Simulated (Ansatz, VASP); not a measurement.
**LiH in VASP and in Ansatz**

Contents of POSCAR:

```
LiH
1.0
    2.6905426333      0.0000000000      0.0000000000
    0.0000000000      2.6905426333      0.0000000000
    0.0000000000      0.0000000000     23.8000000000
Li H
1 1
Direct
    0.5000000000      0.5000000000      0.2941176471
    0.0000000000      0.0000000000      0.2941176471
```

INCAR.step1

```
  ALGO = Normal
  DIPOL = 0.5 0.5 0.294
  EDIFF = 1E-5
  ENCUT = 720
  GGA = PE
  GGA_COMPAT = False
  IDIPOL = 3
  ISMEAR = 0
  LASPH = True
  LCHARG = False
  LDIPOL = True
  LREAL = False
  LWAVE = True
  NBANDS = 9
  NELM = 120
  NELMDL = -8
  PREC = Accurate
  SIGMA = 0.02
```

Contents of INCAR.step2:

```
  ALGO = Normal
  DIPOL = 0.5 0.5 0.294
  EDIFF = 1E-6
  ENCUT = 720
  GGA_COMPAT = False
  IDIPOL = 3
  ISIF = 2
  ISMEAR = 0
  ISTART = 1
  LASPH = True
  LCHARG = False
  LDIPOL = True
  LMIXTAU = True
  LREAL = False
  LWAVE = False
  METAGGA = R2SCAN
  NBANDS = 9
  NELM = 120
  PREC = Accurate
  SIGMA = 0.02
```

File KPOINTS:

```
k-points
0
Gamma
  10 10 1
```

Input for Ansatz:

```yaml
crystal:
  lattice:
    - [2.6905426333, 0.0, 0.0]
    - [0.0, 2.6905426333, 0.0]
    - [0.0, 0.0, 23.8]
  atoms:
    - { symbol: Li, position: [0.5, 0.5, 0.2941176471] }
    - { symbol: H, position: [0.0, 0.0, 0.2941176471] }
  periodic: [true, true, false]
basis:
  ecutwfc: 500
kpoints:
  mp_grid: { grid: [10, 10, 1] }
  band_path:
    path: [[0.0, 0.0, 0.0], [0.0, 0.5, 0.0], [0.5, 0.5, 0.0], [0.0, 0.0, 0.0]]
    npoints: 14
hamiltonian:
  xc: r2scan
scf:
  occupations: { method: gaussian, width: 0.02 }
  n_extra_bands: 6
output:
  forces: true
  stress: true
  eigenvalues: true
  populations: true
  dos: { projected: true, de: 0.02, nscf_kmesh: { grid: [15, 15, 1] } }
  bader: true
```

Alike in both runs: task single point; functional r2SCAN; k mesh 10 × 10 × 1; occupations gaussian, width 0.02 eV; no spin polarisation.

|  | VASP | Ansatz |
| --- | --- | --- |
| version | VASP 6.6.1 | Ansatz 0.2.0 |
| potentials or method | VASP PAW PBE potentials, release 64 (Li_sv, H), cutoff 720 eV | scalar-relativistic, plane waves, PAW |
| valence electrons in the cell | 4 | 4 |

```csv
,VASP,Ansatz,Ansatz less VASP
gap on the k mesh at the Fermi level (eV),1.63,1.64,+0.015
least direct gap on the mesh (eV),5.62,5.64,+0.019
```

VASP's potentials were made for PBE, not for r2SCAN.
